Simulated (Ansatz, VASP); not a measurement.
RbBr: VASP beside Ansatz

File INCAR:

```
SYSTEM = RbBr
ALGO     = Normal         ! electronic algorithm
EDIFF    = 1E-6           ! SCF threshold, eV
ENCUT    = 500            ! plane-wave cutoff, eV
GGA      = PE             ! functional
GGA_COMPAT= .False.      
ISIF     = 2              ! what is computed and relaxed
ISMEAR   = 0              ! smearing method
LASPH    = .True.         ! aspherical terms in the spheres
LCHARG   = .False.        ! write CHGCAR
LREAL    = .False.        ! projectors in reciprocal space
LWAVE    = .False.        ! write WAVECAR
NBANDS   = 15             ! bands
NELM     = 120            ! most SCF steps
PREC     = Accurate       ! precision mode
SIGMA    = 0.02           ! smearing width, eV
```

The input KPOINTS:

```
k-points
0
Gamma
  6 6 6
  0 0 0
```

The input POSCAR:

```
RbBr
1.0
    0.0000000000      3.3623110477      3.3623110477
    3.3623110477      0.0000000000      3.3623110477
    3.3623110477      3.3623110477      0.0000000000
Rb Br
1 1
Direct
    0.0000000000      0.0000000000      0.0000000000
    0.5000000000      0.5000000000      0.5000000000
```

Input for Ansatz:

```yaml
crystal:
  lattice:
    - [0.0, 3.3623110477, 3.3623110477]
    - [3.3623110477, 0.0, 3.3623110477]
    - [3.3623110477, 3.3623110477, 0.0]
  atoms:
    - { symbol: Rb, position: [0.0, 0.0, 0.0] }
    - { symbol: Br, position: [0.5, 0.5, 0.5] }
basis:
  ecutwfc: 420
kpoints:
  mp_grid: { grid: [6, 6, 6] }
hamiltonian:
  xc: pbe
scf:
  occupations: { method: gaussian, width: 0.02 }
output:
  forces: true
  stress: true
  eigenvalues: true
```

Alike in both runs: task single point; functional PBE; k mesh 6 × 6 × 6; occupations gaussian, width 0.02 eV; no spin polarisation.

```csv
,VASP,Ansatz
version,VASP 6.6.1,Ansatz 0.2.0
potentials or method,"VASP PAW PBE potentials, release 64 (Rb_sv, Br), cutoff 500 eV","scalar-relativistic, plane waves, PAW"
valence electrons in the cell,16,16
```

```tsv
	VASP	Ansatz	Ansatz less VASP
gap on the k mesh at the Fermi level (eV)	4.51	4.52	+0.003
least direct gap on the mesh (eV)	4.51	4.52	+0.003
pressure (GPa)	2.1	2.1	-0.03
```
